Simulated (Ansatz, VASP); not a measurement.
**Two plane-wave programs on InSe**

```
In Se
1.0
     3.96659    0.00000    0.00000
    -1.98329    3.43517    0.00000
     0.00000    0.00000   16.46357
In Se
4 4
Direct
  0.33333 0.66667 0.16673
  0.66667 0.33333 0.66673
  0.33333 0.66667 0.33327
  0.66667 0.33333 0.83327
  0.33333 0.66667 0.58953
  0.66667 0.33333 0.08953
  0.33333 0.66667 0.91047
  0.66667 0.33333 0.41047
```

Alike in both runs: functional LDA; k mesh 12 × 12 × 2; occupations gaussian, width 0.02 eV; no spin polarisation.

Ansatz relaxed the structure, and its values are those at the end. VASP's run is a single point on that final structure, the one shown.

```csv
,VASP,Ansatz
version,VASP 6.6.1,Ansatz 0.2.0
potentials or method,"VASP PAW LDA potentials, release 64 (In_d, Se), cutoff 520 eV","scalar-relativistic, plane waves, PAW"
valence electrons in the cell,76,116
```

```csv
,VASP,Ansatz,Ansatz less VASP
gap on the k mesh at the Fermi level (eV),0.30,0.28,-0.012
least direct gap on the mesh (eV),0.30,0.28,-0.012
pressure (GPa),0.1,0.0,-0.13
rms of the force components (eV/Å),0.014,0.001,-0.0124
```

LDA's correlation is that of Perdew and Zunger in VASP and of Perdew and Wang (1992) in Ansatz. VASP's potentials hold 76 valence electrons a cell and Ansatz's 116, so a difference there can come from the potentials and not from the codes.
